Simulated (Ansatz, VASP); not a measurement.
BaTe: VASP beside Ansatz

The input INCAR:

```
PREC = Accurate ; ENCUT = 520
EDIFF = 1E-6 ; ISMEAR = -1
SIGMA = 0.05 ; LREAL = False
LASPH = True ; NELM = 100
ALGO = Normal ; ISIF = 2
LWAVE = False ; LCHARG = False
GGA = PE ; NBANDS = 15
```

File KPOINTS:

```
Automatic mesh
0
Gamma
  9 9 9
```

File POSCAR:

```
BaTe
1.0
    4.2138837783      0.0000000000      0.0000000000
    0.0000000000      4.2138837783      0.0000000000
    0.0000000000      0.0000000000      4.2138837783
Ba Te
1 1
Direct
    0.0000000000      0.0000000000      0.0000000000
    0.5000000000      0.5000000000      0.5000000000
```

Input for Ansatz:

```yaml
crystal:
  lattice:
    - [4.2138837783, 0.0, 0.0]
    - [0.0, 4.2138837783, 0.0]
    - [0.0, 0.0, 4.2138837783]
  atoms:
    - { symbol: Ba, position: [0.0, 0.0, 0.0] }
    - { symbol: Te, position: [0.5, 0.5, 0.5] }
kpoints:
  mp_grid: { grid: [9, 9, 9] }
scf:
  occupations: { method: fermi_dirac, width: 0.05 }
hamiltonian:
  xc: pbe
  pseudopotentials: { kind: all_electron, lapw: { basis_error: 0.001 } }
output:
  forces: true
  stress: true
  eigenvalues: true
```

Change from the starting cell: volume scaled by 0.98.

Alike in both runs: task single point; functional PBE; k mesh 9 × 9 × 9; occupations fermi-dirac, width 0.05 eV; no spin polarisation.

|  | VASP | Ansatz |
| --- | --- | --- |
| version | VASP 6.6.1 | Ansatz 0.2.0 |
| potentials or method | VASP PAW PBE potentials, release 64 (Ba_sv, Te), cutoff 520 eV | all-electron LAPW, scalar-relativistic |

```csv
,VASP,Ansatz,Ansatz less VASP
pressure (GPa),1.2,0.7,-0.51
```

Ansatz ran all-electron here, and VASP with PAW potentials.

Spin-orbit coupling is off throughout.
